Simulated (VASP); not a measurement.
# PbSe (Pm-3m) in VASP: settings compared

PbSe is run at these levels: revPBE, BLYP; tasks: single point.

Program: VASP 6.6.1. These are calculated values, not measurements. Logs are shortened: lines on timing, memory, paths and dates and some standing lists are left out, and cuts for length are marked.

### Step 1. The cell of the first run

Symmetry: Pm-3m, No. 221, cubic system. Conventional cell: a = 3.817 Å, b = 3.817 Å, c = 3.817 Å, α = 90.00°, β = 90.00°, γ = 90.00°. Within 4.3 Å of Pb (site symmetry m-3m) lie 8 Se at 3.31 Å and 6 Pb at 3.82 Å. Within 4.3 Å of Se (site symmetry m-3m) lie 8 Pb at 3.31 Å and 6 Se at 3.82 Å.

### Step 2. Single point, revPBE

INCAR

```
SYSTEM = PbSe
ALGO     = Normal         ! electronic algorithm
EDIFF    = 1E-6           ! SCF threshold, eV
ENCUT    = 520            ! plane-wave cutoff, eV
GGA      = RE             ! functional
ISIF     = 2              ! what is computed and relaxed
ISMEAR   = -1             ! smearing method
LASPH    = .TRUE.         ! aspherical terms in the spheres
LCHARG   = .FALSE.        ! write CHGCAR
LREAL    = .FALSE.        ! projectors in reciprocal space
LWAVE    = .FALSE.        ! write WAVECAR
NBANDS   = 17             ! bands
NELM     = 80             ! most SCF steps
PREC     = Accurate       ! precision mode
SIGMA    = 0.05           ! smearing width, eV
```

KPOINTS

```
k-points
0
G
  7 7 7
  0 0 0
```

POSCAR

```
PbSe
1.0
    3.8171451711      0.0000000000      0.0000000000
    0.0000000000      3.8171451711      0.0000000000
    0.0000000000      0.0000000000      3.8171451711
Pb Se
1 1
Direct
    0.0000000000      0.0000000000      0.0000000000
    0.5000000000      0.5000000000      0.5000000000
```

Potentials or basis: VASP PAW PBE potentials, release 64 (Pb_d, Se).

Run with:

```sh
cat potpaw_PBE.64/Pb_d/POTCAR potpaw_PBE.64/Se/POTCAR > POTCAR
mpirun -np 1 vasp_std > vasp.out
```

OUTCAR:

```text
SYSTEM = PbSe
   EDIFF = 1E-6
   ENCUT = 520
   GGA = RE
   ISIF = 2
   ISMEAR = -1
   LASPH = .TRUE.
   LREAL = .FALSE.
   NELM = 80
   PREC = Accurate

 ion  position               nearest neighbor table
   1  0.000  0.000  0.000-   2 3.31   2 3.31   2 3.31   2 3.31   2 3.31   2 3.31   2 3.31   2 3.31

   2  0.500  0.500  0.500-   1 3.31   1 3.31   1 3.31   1 3.31   1 3.31   1 3.31   1 3.31   1 3.31

  LATTYP: Found a simple cubic cell.
 ALAT       =     3.8171451711

  Lattice vectors:

 A1 = (   3.8171451711,   0.0000000000,   0.0000000000)
 A2 = (   0.0000000000,   3.8171451711,   0.0000000000)
 A3 = (   0.0000000000,   0.0000000000,   3.8171451711)

Analysis of symmetry for initial positions (statically):
=====================================================================
 Subroutine PRICEL returns:
 Original cell was already a primitive cell.

 Routine SETGRP: Setting up the symmetry group for a
 simple cubic supercell.

 Subroutine GETGRP returns: Found 48 space group operations
 (whereof 48 operations were pure point group operations)
 out of a pool of 48 trial point group operations.

The static configuration has the point symmetry O_h .

Analysis of symmetry for dynamics (positions and initial velocities):
=====================================================================
 Subroutine PRICEL returns:
 Original cell was already a primitive cell.

 Routine SETGRP: Setting up the symmetry group for a
 simple cubic supercell.

 Subroutine GETGRP returns: Found 48 space group operations
 (whereof 48 operations were pure point group operations)
 out of a pool of 48 trial point group operations.

The dynamic configuration has the point symmetry O_h .

 Subroutine INISYM returns: Found 48 space group operations
 (whereof 48 operations are pure point group operations),
 and found     1 'primitive' translations

----------------------------------------------------------------------------------------

                                     Primitive cell

  volume of cell :      55.6181

  direct lattice vectors                    reciprocal lattice vectors
     3.817145171  0.000000000  0.000000000     0.261975889  0.000000000  0.000000000
     0.000000000  3.817145171  0.000000000     0.000000000  0.261975889  0.000000000
     0.000000000  0.000000000  3.817145171     0.000000000  0.000000000  0.261975889

  length of vectors
     3.817145171  3.817145171  3.817145171     0.261975889  0.261975889  0.261975889

  position of ions in fractional coordinates (direct lattice)
     0.000000000  0.000000000  0.000000000
     0.500000000  0.500000000  0.500000000

  ion indices of the primitive-cell ions
   primitive index   ion index
                 1           1
                 2           2

----------------------------------------------------------------------------------------

 KPOINTS: k-points

Automatic generation of k-mesh.
 Grid dimensions read from file:
 generate k-points for:    7    7    7

 Generating k-lattice:

  Cartesian coordinates                     Fractional coordinates (reciprocal lattice)
     0.037425127  0.000000000  0.000000000     0.142857143  0.000000000  0.000000000
     0.000000000  0.037425127  0.000000000     0.000000000  0.142857143  0.000000000
     0.000000000  0.000000000  0.037425127     0.000000000  0.000000000  0.142857143

  Length of vectors
     0.037425127  0.037425127  0.037425127

  Shift w.r.t. Gamma in fractional coordinates (k-lattice)
     0.000000000  0.000000000  0.000000000

 Subroutine IBZKPT returns following result:
 ===========================================

 Found     20 irreducible k-points:

 Following reciprocal coordinates:
            Coordinates               Weight
  0.000000  0.000000  0.000000      1.000000
  0.142857  0.000000  0.000000      6.000000
  0.285714  0.000000  0.000000      6.000000
  0.428571  0.000000  0.000000      6.000000
  0.142857  0.142857  0.000000     12.000000
  0.285714  0.142857  0.000000     24.000000
[... 12 lines left out ...]
  0.428571  0.428571  0.285714     24.000000
  0.428571  0.428571  0.428571      8.000000
   k-points           NKPTS =     20   k-points in BZ     NKDIM =     20   number of bands    NBANDS=     17
   number of dos      NEDOS =    301   number of ions     NIONS =      2
   total plane-waves  NPLWV =  21952
   dimension x,y,z NGX =    28 NGY =   28 NGZ =   28
   dimension x,y,z NGXF=    56 NGYF=   56 NGZF=   56
   ions per type =               1   1
   NGX,Y,Z   is equivalent  to a cutoff of  12.19, 12.19, 12.19 a.u.
   NGXF,Y,Z  is equivalent  to a cutoff of  24.39, 24.39, 24.39 a.u.
 SYSTEM =  PbSe
   PREC   = accura    normal or accurate (medium, high low for compatibility)
   ISTART =      0    job   : 0-new  1-cont  2-samecut
   ICHARG =      2    charge: 1-file 2-atom 10-const
   ISPIN  =      1    spin polarized calculation?
   LNONCOLLINEAR =      F non collinear calculations
   LSORBIT =      F    spin-orbit coupling
   LASPH  =      T    aspherical Exc in radial PAW
   ENCUT  =  520.0 eV  38.22 Ry    6.18 a.u.   7.10  7.10  7.10*2*pi/ulx,y,z
   NELM   =     80;   NELMIN=  2; NELMDL= -5     # of ELM steps
   EDIFF  = 0.1E-05   stopping-criterion for ELM
   LREAL  =      F    real-space projection
   EDIFFG = 0.1E-04   stopping-criterion for IOM
   NSW    =      0    number of steps for IOM
   IBRION =     -1    ionic relax: 0-MD 1-quasi-New 2-CG
   NFREE  =      0    steps in history (QN), initial steepest desc. (CG)
   ISIF   =      2    stress and relaxation
   ISYM   =      2    0-nonsym 1-usesym 2-fastsym
   POTIM  = 0.5000    time-step for ionic-motion
   TEBEG  =    0.0;   TEEND  =   0.0 temperature during run
   PSTRESS=    0.0 pullay stress
   NELECT =      20.0000    total number of electrons
   NUPDOWN=      -1.0000    fix difference up-down
   EMIN   =  10.00;   EMAX   =-10.00  energy-range for DOS
   EFERMI =   0.00;   METHOD = LEGACY
   ISMEAR =    -1;   SIGMA  =   0.05  broadening in eV -4-tet -1-fermi 0-gaus
   EFERMI_NEDOS =   21; number of points for ismear=-14 and -15
   IALGO  =     38    algorithm
   IMIX   =      4    mixing-type and parameters
     AMIX     =   0.40;   BMIX     =  1.00
     AMIX_MAG =   1.60;   BMIX_MAG =  1.00
  volume/ion in A,a.u.               =      27.81       187.66
  Fermi-wavevector in a.u.,A,eV,Ry     =   1.164160  2.199944 18.439560  1.355269
  Thomas-Fermi vector in A             =   2.300702
   LORBIT       =      0    0 simple, 1 ext, 2 COOP (PROOUT), +10 PAW based schemes
   GGA     = RE    functional components
   LHFCALC =     F    Hartree Fock is set to
   AEXX    =    0.0000 exact exchange contribution
   IVDW    =     0    specifies the selected vdW correction
   LEPSILON=     F    determine dielectric tensor
   LRPA    =     F    only Hartree local field effects (RPA)
 non-spin polarized calculation
  energy-cutoff  :      520.00
  volume of cell :       55.62
 maximum number of plane-waves:      1508
   NGX = 15   NGY = 15   NGZ = 15

 number of electron      19.9999997 magnetization

 Free energy of the ion-electron system (eV)
  ---------------------------------------------------
  ext. energy  EPLUGINS =         0.00000000
  ---------------------------------------------------
  free energy    TOTEN  =        -7.09688843 eV

  energy without entropy =       -7.08620730  energy(sigma->0) =       -7.09154786

 E-fermi :   5.1330     XC(G=0):  -9.7471

 val. band max:        5.1180924194   @ k =   0.4286   0.4286   0.0000
 cond. band min:       5.8027224756   @ k =   0.4286   0.0000   0.0000
 fundamental gap:      0.6846300562
 Fermi energy:         5.1329624728

 k-point     1 :       0.0000    0.0000    0.0000
  band No.  band energies     occupation
      1     -11.8535      2.00000
      2     -11.8535      2.00000
      3     -11.7155      2.00000
      4     -11.7155      2.00000
      5     -11.7155      2.00000
      6      -7.8698      2.00000
[... 9 lines left out ...]
     16      16.0709      0.00000
     17      17.8236      0.00000

 k-point     2 :       0.1429    0.0000    0.0000
  band No.  band energies     occupation
      1     -11.8524      2.00000
      2     -11.8338      2.00000
      3     -11.7226      2.00000
      4     -11.7226      2.00000
      5     -11.7149      2.00000
      6      -7.7289      2.00000
[... 9 lines left out ...]
     16      17.0374      0.00000
     17      17.1800      0.00000

 k-point     3 :       0.2857    0.0000    0.0000
  band No.  band energies     occupation
      1     -11.8499      2.00000
      2     -11.7898      2.00000
      3     -11.7385      2.00000
      4     -11.7385      2.00000
      5     -11.7135      2.00000
      6      -7.3535      2.00000
[... 9 lines left out ...]
     16      15.1165      0.00000
     17      17.4199      0.00000

 k-point     4 :       0.4286    0.0000    0.0000
  band No.  band energies     occupation
      1     -11.8480      2.00000
      2     -11.7546      2.00000
      3     -11.7512      2.00000
      4     -11.7512      2.00000
      5     -11.7123      2.00000
      6      -6.9532      2.00000
[... 9 lines left out ...]
     16      17.0394      0.00000
     17      18.0302      0.00000

 k-point     5 :       0.1429    0.1429    0.0000
  band No.  band energies     occupation
      1     -11.8421      2.00000
      2     -11.8230      2.00000
      3     -11.7312      2.00000
      4     -11.7225      2.00000
      5     -11.7213      2.00000
      6      -7.5910      2.00000
[... 9 lines left out ...]
     16      15.6195      0.00000
     17      16.2571      0.00000

 k-point     6 :       0.2857    0.1429    0.0000
  band No.  band energies     occupation
      1     -11.8364      2.00000
      2     -11.7818      2.00000
      3     -11.7504      2.00000
      4     -11.7375      2.00000
      5     -11.7201      2.00000
      6      -7.2278      2.00000
[... 9 lines left out ...]
     16      15.1507      0.00000
     17      15.9383      0.00000

 k-point     7 :       0.4286    0.1429    0.0000
  band No.  band energies     occupation
      1     -11.8340      2.00000
      2     -11.7655      2.00000
      3     -11.7499      2.00000
      4     -11.7466      2.00000
      5     -11.7187      2.00000
      6      -6.8489      2.00000
[... 9 lines left out ...]
     16      16.3713      0.00000
     17      16.5129      0.00000

 k-point     8 :       0.2857    0.2857    0.0000
  band No.  band energies     occupation
      1     -11.8179      2.00000
      2     -11.7765      2.00000
      3     -11.7523      2.00000
      4     -11.7360      2.00000
      5     -11.7341      2.00000
      6      -6.9075      2.00000
[... 9 lines left out ...]
     16      14.9621      0.00000
     17      15.5383      0.00000
[... 123 lines left out ...]
      1     -11.7937      2.00000
      2     -11.7903      2.00000
      3     -11.7574      2.00000
      4     -11.7416      2.00000
      5     -11.7193      2.00000
      6      -6.5237      2.00000
[... 9 lines left out ...]
     16      14.8640      0.00000
     17      16.9448      0.00000

 k-point    16 :       0.4286    0.4286    0.1429
  band No.  band energies     occupation
      1     -11.8159      2.00000
      2     -11.7779      2.00000
      3     -11.7543      2.00000
      4     -11.7537      2.00000
      5     -11.6925      2.00000
      6      -6.3184      2.00000
[... 9 lines left out ...]
     16      15.3420      0.00000
     17      16.5431      0.00000

 k-point    17 :       0.2857    0.2857    0.2857
  band No.  band energies     occupation
      1     -11.7752      2.00000
      2     -11.7620      2.00000
      3     -11.7620      2.00000
      4     -11.7493      2.00000
      5     -11.7493      2.00000
      6      -6.5709      2.00000
[... 9 lines left out ...]
     16      15.0366      0.00000
     17      18.2638      0.00000

 k-point    18 :       0.4286    0.2857    0.2857
  band No.  band energies     occupation
      1     -11.7897      2.00000
      2     -11.7767      2.00000
      3     -11.7602      2.00000
      4     -11.7484      2.00000
      5     -11.7120      2.00000
      6      -6.3534      2.00000
[... 9 lines left out ...]
     16      15.8321      0.00000
     17      19.0024      0.00000

 k-point    19 :       0.4286    0.4286    0.2857
  band No.  band energies     occupation
      1     -11.8033      2.00000
      2     -11.7757      2.00000
      3     -11.7745      2.00000
      4     -11.7295      2.00000
      5     -11.6915      2.00000
      6      -6.2054      2.00000
[... 9 lines left out ...]
     16      16.9537      0.00000
     17      19.3495      0.00000

 k-point    20 :       0.4286    0.4286    0.4286
  band No.  band energies     occupation
      1     -11.7947      2.00000
      2     -11.7910      2.00000
      3     -11.7910      2.00000
      4     -11.6907      2.00000
      5     -11.6907      2.00000
      6      -6.1086      2.00000
[... 9 lines left out ...]
     16      17.9804      0.00000
     17      21.5253      0.00000

------------------------ aborting loop because EDIFF is reached ----------------------------------------

  FORCE on cell =-STRESS in cart. coord.  units (eV):
  Direction    XX          YY          ZZ          XY          YZ          ZX
  --------------------------------------------------------------------------------------
  -------------------------------------------------------------------------------------
  Total       -0.0152560     -0.0152560     -0.0152560      0.0000000      0.0000000     -0.0000000
  in kB       -0.4394771     -0.4394771     -0.4394771      0.0000000      0.0000000     -0.0000000
  external PRESSURE =      -0.4394771 kB  Pullay stress =       0.0000000 kB

 VOLUME and BASIS-vectors are now :
 -----------------------------------------------------------------------------
  energy-cutoff  :      520.00
  volume of cell :       55.62
      direct lattice vectors                 reciprocal lattice vectors
     3.817145171  0.000000000  0.000000000     0.261975889  0.000000000  0.000000000
     0.000000000  3.817145171  0.000000000     0.000000000  0.261975889  0.000000000
     0.000000000  0.000000000  3.817145171     0.000000000  0.000000000  0.261975889

 POSITION                                       TOTAL-FORCE (eV/Angst)
 -----------------------------------------------------------------------------------
      0.00000      0.00000      0.00000         0.000000      0.000000      0.000000
      1.90857      1.90857      1.90857         0.000000      0.000000      0.000000
 -----------------------------------------------------------------------------------
    total drift:                               -0.000000      0.000000      0.000000

  FREE ENERGIE OF THE ION-ELECTRON SYSTEM (eV)
  ---------------------------------------------------
  free  energy   TOTEN  =        -7.0968884303 eV

  energy  without entropy=       -7.0862072982  energy(sigma->0) =       -7.09154786
```

Run time: 8.7 s. Hardware: 1 thread of Intel Xeon 6975P-C (Granite Rapids), shared host; peak memory 0.16 GiB.

Results:

```
Free energy            : -7.0969 eV
Pressure               : 0.0 GPa
Band gap on the k mesh : zero (band 10 reaches 5.12 eV, above the bottom of band 11 at 5.09 eV)
```

Caveat: the PAW data sets were made with another functional, which shifts forces and pressure a little; spin-orbit coupling is left out, which moves the levels of the heavy elements.

### Step 3. Single point, BLYP

This run uses another cell than the first one, of 29.41 Å³/atom, 1.058 times its volume.

INCAR

```
AGGAC = 1.0
AGGAX = 1.0
ALDAC = 0.0
ALDAX = 1.0
ALGO = Normal
EDIFF = 1E-7
ENCUT = 520
GGA = B5
ISIF = 2
ISMEAR = -1
LASPH = T
LCHARG = T
LELF = T
LREAL = F
LVHAR = T
LWAVE = F
NBANDS = 17
NELM = 60
PREC = Accurate
SIGMA = 0.05
```

KPOINTS

```
k-points
0
Gamma
  7 7 7
```

POSCAR

```
PbSe
1.0
    3.8892300079      0.0000000000      0.0000000000
    0.0000000000      3.8892300079      0.0000000000
    0.0000000000      0.0000000000      3.8892300079
Pb Se
1 1
Direct
    0.0000000000      0.0000000000      0.0000000000
    0.5000000000      0.5000000000      0.5000000000
```

Potentials or basis: VASP PAW PBE potentials, release 64 (Pb_d, Se).

Run with:

```sh
cat potpaw_PBE.64/Pb_d/POTCAR potpaw_PBE.64/Se/POTCAR > POTCAR
mpirun -np 1 vasp_std > vasp.out
```

Wall time 24 s (1 thread of Intel Xeon 6975P-C (Granite Rapids), shared host); peak memory 0.16 GiB.

Results (log left out):

```yaml
Free_energy: -6.5221 eV
Pressure: 0.1 GPa
Band_gap_on_the_k_mesh: 0.06 eV, indirect (least direct gap 0.83 eV)
```

Levels at points of the mesh, in eV from the valence-band top:
| k point | band 7 | band 8 | band 9 | band 10 | band 11 | band 12 | band 13 | band 14 |
| --- | --- | --- | --- | --- | --- | --- | --- | --- |
| (0.00, 0.00, 0.00) | -7.38 | -1.28 | -1.28 | -1.28 | 5.35 | 5.35 | 5.35 | 5.54 |

Caveat: the PAW data sets were made with another functional, which shifts forces and pressure a little; spin-orbit coupling is left out, which moves the levels of the heavy elements. A k mesh can miss the band edges.
